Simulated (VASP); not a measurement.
TiSi6: single point with PBE

The system is TiSi6.

```
Ti Si
1.0
     7.23623    0.00000    0.00000
    -3.61811    6.26676    0.00000
     0.00000    0.00000    2.66845
Ti Si
1 6
Direct
  0.00000 0.00000 0.00000
  0.00000 0.33598 0.50000
  0.66402 0.66402 0.50000
  0.33598 0.00000 0.50000
  0.00000 0.66402 0.50000
  0.33598 0.33598 0.50000
  0.66402 0.00000 0.50000
```

The cell was generated, and may not be a known phase.

```yaml
Program: VASP 6.6.1
Task: single point
Functional: PBE
Potentials_or_basis: VASP PAW PBE potentials, release 64 (Ti_sv, Si)
Cutoff: 520 eV
k_mesh: 6 × 6 × 14
Occupations: gaussian, width 0.1 eV
Spin: no spin polarisation
```

| Property | Result |
| --- | --- |
| Pressure | 0.0 GPa |
| Band gap on the k mesh | zero (bands 18 and 19 overlap by 2.19 eV) |

Levels at points of the mesh, in eV from the Fermi level:
```csv
k point,band 16,band 17,band 18,band 19,band 20,band 21
"(0.00, 0.00, 0.00)",0.45,0.45,0.49,0.49,1.87,1.87
"(0.50, 0.00, 0.00)",-0.60,-0.32,0.28,0.75,1.00,1.86
"(0.00, 0.00, 0.50)",-2.53,-0.70,-0.70,-0.24,-0.24,0.35
"(0.50, 0.00, 0.50)",-2.45,-1.77,-1.51,-1.40,0.25,0.63
```

Run time: 77 s on 1 thread of Intel(R) Xeon(R) 6975P-C (Granite Rapids), with other jobs on the host, peak memory 0.31 GiB.
